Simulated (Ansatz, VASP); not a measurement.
# Al: VASP beside Ansatz

```
CELL_PARAMETERS angstrom
-1.62243 1.62243 1.62243
1.62243 -1.62243 1.62243
1.62243 1.62243 -1.62243
ATOMIC_POSITIONS crystal
Al 0.00000 0.00000 0.00000
```

Alike in both runs: task single point; functional HSE06; k mesh 8 × 8 × 8; occupations fermi-dirac, width 0.05 eV; no spin polarisation.

|  | VASP | Ansatz |
| --- | --- | --- |
| version | VASP 6.6.1 | Ansatz 0.2.0 |
| potentials or method | VASP PAW PBE potentials, release 64 (Al) | Ansatz PAW |
| plane-wave cutoff (eV) | 520 | 420 |
| valence electrons in the cell | 3 | 3 |

```tsv
	VASP	Ansatz	Ansatz less VASP
gap on the k mesh at the Fermi level (eV)	none	none	-
pressure (GPa)	-0.8	-0.9	-0.13
```

A gap of «none» marks a metal or a gap that the smearing closes.
